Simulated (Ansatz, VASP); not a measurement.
AlGaN2: VASP beside Ansatz

```xyz
4
Lattice="3.0902 0.0000 0.0000 0.0000 3.0902 0.0000 0.0000 0.0000 4.5701" Properties=species:S:1:pos:R:3 pbc="T T T"
Al    1.5451    1.5451    2.2850
Ga    0.0000    0.0000    0.0000
N     1.5451    0.0000    3.3739
N     0.0000    1.5451    1.1962
```

Alike in both runs: task single point; functional LDA; k mesh 8 × 8 × 6; occupations gaussian, width 0.05 eV; no spin polarisation.

```csv
,VASP,Ansatz
version,VASP 6.6.1,Ansatz 0.2.0
potentials or method,"VASP PAW LDA potentials, release 64 (Al, Ga_d, N), cutoff 520 eV","scalar-relativistic, plane waves, PAW"
valence electrons in the cell,26,26
```

```csv
,VASP,Ansatz,Ansatz less VASP
gap on the k mesh at the Fermi level (eV),2.78,2.77,-0.011
least direct gap on the mesh (eV),2.78,2.77,-0.011
pressure (GPa),-4.3,-5.1,-0.78
"traceless stress, the component that is largest in VASP (GPa)",-5.01,-5.06,-0.051
rms of the force components (eV/Å),0.105,0.116,+0.0117
```

LDA's correlation is that of Perdew and Zunger in VASP and of Perdew and Wang (1992) in Ansatz. Atom by atom the forces differ by 0.012 eV/Å (rms over components).
